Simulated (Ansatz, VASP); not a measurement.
One calculation of C, two programs

```
C
1.0
     1.25977    0.72733    3.36504
    -1.25977    0.72733    3.36504
     0.00000   -1.45466    3.36504
C
2
Cartesian
  -0.0615 0.0000 1.6817
  0.0615 0.0000 8.4134
```

Change from the starting cell: mode 5 frozen in at -0.060 Å, equal normal strain along x, y and z +0.0250.

Alike in both runs: task single point; functional PBEsol; dispersion D3(BJ); k mesh 15 × 15 × 15; occupations gaussian, width 0.05 eV; no spin polarisation.

|  | VASP | Ansatz |
| --- | --- | --- |
| version | VASP 6.6.1 | Ansatz 0.2.0 |
| potentials or method | VASP PAW PBE potentials, release 64 (C), cutoff 520 eV | scalar-relativistic, plane waves, PAW |
| valence electrons in the cell | 8 | 8 |

VASP gave:

| Property | Result |
| --- | --- |
| gap on the k mesh at the Fermi level (eV) | 0.08 |
| least direct gap on the mesh (eV) | 0.13 |
| pressure (GPa) | -12.9 |
| traceless stress, the component that is largest in VASP (GPa) | 12.25 |
| rms of the force components (eV/Å) | 3.272 |

Estimate Ansatz's values.

gap on the k mesh at the Fermi level (eV): 0.08; least direct gap on the mesh (eV): 0.13; pressure (GPa): -13.5; traceless stress, the component that is largest in VASP (GPa): 12.88; rms of the force components (eV/Å): 3.256.

VASP's potentials were made for PBE, not for PBEsol, and Ansatz warns of the same on its side. Atom by atom the forces differ by 0.016 eV/Å (rms over components).
